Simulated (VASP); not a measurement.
# Li5Be in VASP: a series of runs, part 2 of 2

VASP 6.6.1.

**3. Single point, PBEsol**

Contents of INCAR:

```
SYSTEM = Li5Be
PREC = Accurate
ENCUT = 520
EDIFF = 1E-6
ISMEAR = -1
SIGMA = 0.08
LREAL = .FALSE.
LASPH = .TRUE.
NELM = 80
ALGO = Normal
ISIF = 2
LWAVE = .FALSE.
LCHARG = .TRUE.
LDIPOL = .TRUE.
IDIPOL = 3
DIPOL = 0.5 0.5 0.500
GGA = PS
LELF = .TRUE.
LVHAR = .TRUE.
LVACPOTAV = .TRUE.
NBANDS = 18
```

Contents of KPOINTS:

```
regular mesh
0
G
  8 8 1
  0 0 0
```

Contents of POSCAR:

```
Li5Be
1.0
    4.8503675482      0.0000000000      0.0000000000
   -2.4251837741      4.2005415145      0.0000000000
    0.0000000000      0.0000000000     24.9504000000
Be Li
1 5
Direct
    0.1666666667      0.3333333333      0.4012928846
    0.5000000000      1.0000000000      0.4446369065
    0.8333333333      0.6666666667      0.4789469193
    0.1666666667      0.3333333333      0.5210530917
    0.5000000000      1.0000000000      0.5553630948
    0.8333333333      0.6666666667      0.5987071029
```

Potentials or basis: VASP PAW PBE potentials, release 64 (Be, Li_sv).

Launch:

```bash
> cat potpaw_PBE.64/Be/POTCAR potpaw_PBE.64/Li_sv/POTCAR > POTCAR
> mpirun -np 1 vasp_std > vasp.out
```

Run time: 6.3 min. Hardware: 1 thread of Intel Xeon 8259CL, shared host; peak memory 0.53 GiB.

The run converged. Its results:

- Free energy: -9.9957 eV
- Largest force: 0.929 eV/Å
- Band gap on the k mesh: zero (an odd number of electrons rules out a gap without spin polarisation)

Forces in eV/Å, atoms in the order of the input:
```
Be   0.000  0.000  0.929
Li   0.000  0.000 -0.528
Li   0.000  0.000 -0.274
Li   0.000  0.000 -0.191
Li   0.000  0.000  0.063
Li   0.000  0.000  0.001
```

Levels at points of the mesh, in eV from the Fermi level:
```
           k point  band 5  band 6  band 7  band 8  band 9  band 10  band 11  band 12
(0.00, 0.00, 0.00)  -45.96   -3.78   -2.39   -0.58    1.04     1.93     1.93     2.65
(0.50, 0.00, 0.00)  -45.96   -2.71   -1.65   -0.85   -0.28     0.46     0.67     1.47
```

Caveat: the cutoff is under 1.25 times the usual one of these potentials, so pressure, stress and relaxed cells hold a basis-set (Pulay) error; the PAW data sets were made with another functional, which shifts forces and pressure a little.

**4. Single point, PBEsol**

Contents of INCAR:

```
PREC = Accurate ; ENCUT = 520
EDIFF = 1E-6 ; ISMEAR = -1
SIGMA = 0.08 ; LREAL = False
LASPH = True ; NELM = 60
ALGO = Normal ; ISIF = 2
LWAVE = False ; LCHARG = True
LDIPOL = True ; IDIPOL = 3
DIPOL = 0.5 0.5 0.500 ; GGA = PS
LELF = True ; LVHAR = True
LVACPOTAV = True ; NBANDS = 18
```

Contents of KPOINTS:

```
Automatic mesh
0
Gamma
  8 8 1
```

Contents of POSCAR:

```
Li5Be
1.0
    4.8503675482      0.0000000000      0.0000000000
   -2.4251837741      4.2005415145      0.0000000000
    0.0000000000      0.0000000000     24.9504000000
Li Be
5 1
Direct
    0.1666666667      0.3333333333      0.4012928846
    0.5000000000      1.0000000000      0.4446369065
    0.1666666667      0.3333333333      0.5210530917
    0.5000000000      1.0000000000      0.5553630948
    0.8333333333      0.6666666667      0.5987071029
    0.8333333333      0.6666666667      0.4789469193
```

Potentials or basis: VASP PAW PBE potentials, release 64 (Li_sv, Be).

Launch:

```bash
> cat potpaw_PBE.64/Li_sv/POTCAR potpaw_PBE.64/Be/POTCAR > POTCAR
> mpirun -np 1 vasp_std > vasp.out
```

Wall time 5.6 min (1 thread of Intel Xeon 8259CL, shared host); peak memory 0.53 GiB.

The run converged. Its results:

```
Free energy            : -10.9692 eV
Largest force          : 0.312 eV/Å
Band gap on the k mesh : zero (an odd number of electrons rules out a gap without spin polarisation)
```

Forces in eV/Å, atoms in the order of the input:
```
Li   0.000  0.000  0.312
Li   0.000  0.000  0.245
Li   0.000  0.000 -0.281
Li   0.000  0.000 -0.287
Li   0.000  0.000 -0.249
Be   0.000  0.000  0.261
```

Levels at points of the mesh, in eV from the Fermi level:
| k point | band 4 | band 5 | band 6 | band 7 | band 8 | band 9 | band 10 | band 11 | band 12 | band 13 |
| --- | --- | --- | --- | --- | --- | --- | --- | --- | --- | --- |
| (0.00, 0.00, 0.00) | -46.06 | -45.77 | -4.04 | -1.93 | -0.49 | 1.04 | 1.77 | 1.77 | 2.45 | 2.86 |
| (0.50, 0.00, 0.00) | -46.06 | -45.77 | -2.88 | -1.77 | -0.52 | -0.06 | 0.25 | 1.21 | 1.60 | 2.52 |

Caveat: the cutoff is under 1.25 times the usual one of these potentials, so pressure, stress and relaxed cells hold a basis-set (Pulay) error; the PAW data sets were made with another functional, which shifts forces and pressure a little.

**5. Single point, PBEsol**

Contents of INCAR:

```
SYSTEM = Li5Be
  ALGO = Normal
  DIPOL = 0.5 0.5 0.500
  EDIFF = 1E-7
  ENCUT = 520
  GGA = PS
  IDIPOL = 3
  ISIF = 2
  ISMEAR = -1
  LASPH = .True.
  LCHARG = .False.
  LDIPOL = .True.
  LREAL = .False.
  LWAVE = .False.
  NBANDS = 18
  NELM = 100
  PREC = Accurate
  SIGMA = 0.08
```

Contents of KPOINTS:

```
k-points
0
Gamma
  8 8 1
  0 0 0
```

POSCAR is that of step 4.

Potentials or basis: VASP PAW PBE potentials, release 64 (Li_sv, Be).

Launch:

```bash
> cat potpaw_PBE.64/Li_sv/POTCAR potpaw_PBE.64/Be/POTCAR > POTCAR
> mpirun -np 1 vasp_std > vasp.out
```

OUTCAR:

```text
SYSTEM = Li5Be
   EDIFF = 1E-7
   ENCUT = 520
   GGA = PS
   ISIF = 2
   ISMEAR = -1
   LASPH = .True.
   LREAL = .False.
   NELM = 100
   PREC = Accurate

 ion  position               nearest neighbor table
   1  0.167  0.333  0.401-
   2  0.500  0.000  0.445-
   3  0.167  0.333  0.521-
   4  0.500  0.000  0.555-
   5  0.833  0.667  0.599-
   6  0.833  0.667  0.479-

  LATTYP: Found a hexagonal cell.
 ALAT       =     4.8503675482
 C/A-ratio  =     5.1440225410

[... 403 lines left out ...]
  -------------------------------------------------------------------------------------
  Total       -3.4115134     -3.4115134     -2.4894548     -0.0000000      0.0000000     -0.0000000
  in kB      -10.7522716    -10.7522716     -7.8461642     -0.0000000      0.0000000     -0.0000000
  external PRESSURE =      -9.7835691 kB  Pullay stress =       0.0000000 kB

 VOLUME and BASIS-vectors are now :
 -----------------------------------------------------------------------------
  energy-cutoff  :      520.00
  volume of cell :      508.34
      direct lattice vectors                 reciprocal lattice vectors
     4.850367548  0.000000000  0.000000000     0.206169943  0.119032272  0.000000000
    -2.425183774  4.200541515  0.000000000     0.000000000  0.238064544  0.000000000
     0.000000000  0.000000000 24.950400000     0.000000000  0.000000000  0.040079518

 POSITION                                       TOTAL-FORCE (eV/Angst)
 -----------------------------------------------------------------------------------
      0.00000      1.40018     10.01242        -0.000000      0.000000      0.312349
      2.42518      0.00000     11.09387        -0.000000     -0.000000      0.244723
      0.00000      1.40018     13.00048         0.000000      0.000000     -0.281258
      2.42518      0.00000     13.85653         0.000000     -0.000000     -0.287208
      2.42518      2.80036     14.93798         0.000000      0.000000     -0.249240
      2.42518      2.80036     11.94992        -0.000000      0.000000      0.260633
 -----------------------------------------------------------------------------------
    total drift:                               -0.000000      0.000000     -0.000531

  FREE ENERGIE OF THE ION-ELECTRON SYSTEM (eV)
  ---------------------------------------------------
  free  energy   TOTEN  =       -10.9691515641 eV

  energy  without entropy=      -10.8950329189  energy(sigma->0) =      -10.93209224

 vacuum level on the upper side and lower side of the slab         1.010         0.837
```

It took 6.7 min on 1 thread of Intel Xeon 8259CL, shared host; peak memory 0.51 GiB.

Results:

| Quantity | Value |
| --- | --- |
| Free energy | -10.9692 eV |
| Largest force | 0.312 eV/Å |
| Band gap on the k mesh | zero (an odd number of electrons rules out a gap without spin polarisation) |

Forces on the atoms (eV/Å):
```
Li   0.000  0.000  0.312
Li   0.000  0.000  0.245
Li   0.000  0.000 -0.281
Li   0.000  0.000 -0.287
Li   0.000  0.000 -0.249
Be   0.000  0.000  0.261
```

Levels at points of the mesh, in eV from the Fermi level:
| k point | band 6 | band 7 | band 8 | band 9 | band 10 | band 11 |
| --- | --- | --- | --- | --- | --- | --- |
| (0.00, 0.00, 0.00) | -4.04 | -1.93 | -0.49 | 1.04 | 1.77 | 1.77 |
| (0.50, 0.00, 0.00) | -2.88 | -1.77 | -0.52 | -0.06 | 0.25 | 1.21 |

Caveat: the cutoff is under 1.25 times the usual one of these potentials, so pressure, stress and relaxed cells hold a basis-set (Pulay) error; the PAW data sets were made with another functional, which shifts forces and pressure a little.
